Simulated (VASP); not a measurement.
Set up this calculation in VASP 6.6.1, as the native input.

* Task: single point
* Functional: PBE
* Potentials or basis: VASP PAW PBE potentials, release 64 (Zn, O)
* Cutoff: 520 eV
* k mesh: 11 × 11 × 6
* Occupations: fermi-dirac, width 0.02 eV
* Spin: no spin polarisation
* Dipole correction: no
* Further INCAR settings: ALGO = Normal; EDIFF = 1e-06; NBANDS = 26

The structure of ZnO lies in POSCAR:

```
ZnO
1.0
    3.2169047367      0.0000000000      0.0000000000
   -1.6084523683      2.7859212235      0.0000000000
    0.0000000000      0.0000000000      5.2038000000
Zn O
2 2
Direct
    0.3333333333      0.6666666667      0.0000000000
    0.6666666667      0.3333333333      0.5000000000
    0.3333333333      0.6666666667      0.3821000000
    0.6666666667      0.3333333333      0.8821000000
```

This cell differs from its parent crystal: equal xx and yy strain of -1 %.

One way to write it, as run:

INCAR

```
SYSTEM = ZnO
PREC = Accurate
ENCUT = 520
EDIFF = 1E-6
ISMEAR = -1
SIGMA = 0.02
LREAL = .False.
LASPH = .True.
NELM = 100
ALGO = Normal
ISIF = 2
LWAVE = .False.
LCHARG = .False.
GGA = PE
NBANDS = 26
```

KPOINTS

```
regular mesh
0
Gamma
  11 11 6
  0 0 0
```

Potentials or basis: VASP PAW PBE potentials, release 64 (Zn, O).

Command:

```bash
$ cat potpaw_PBE.64/Zn/POTCAR potpaw_PBE.64/O/POTCAR > POTCAR
$ mpirun -np 1 vasp_std > vasp.out
```

It gave:

| Property | Result |
| --- | --- |
| Pressure | 9.4 GPa |
| Largest force | 0.136 eV/Å |
| Band gap on the k mesh | 0.80 eV |

Caveat: the cell differs from its parent crystal (equal xx and yy strain of -1 %); the cell stands under pressure.

Run time: 96 s on 1 thread of Intel Xeon 8259CL (shared host), peak memory 0.2 GiB.
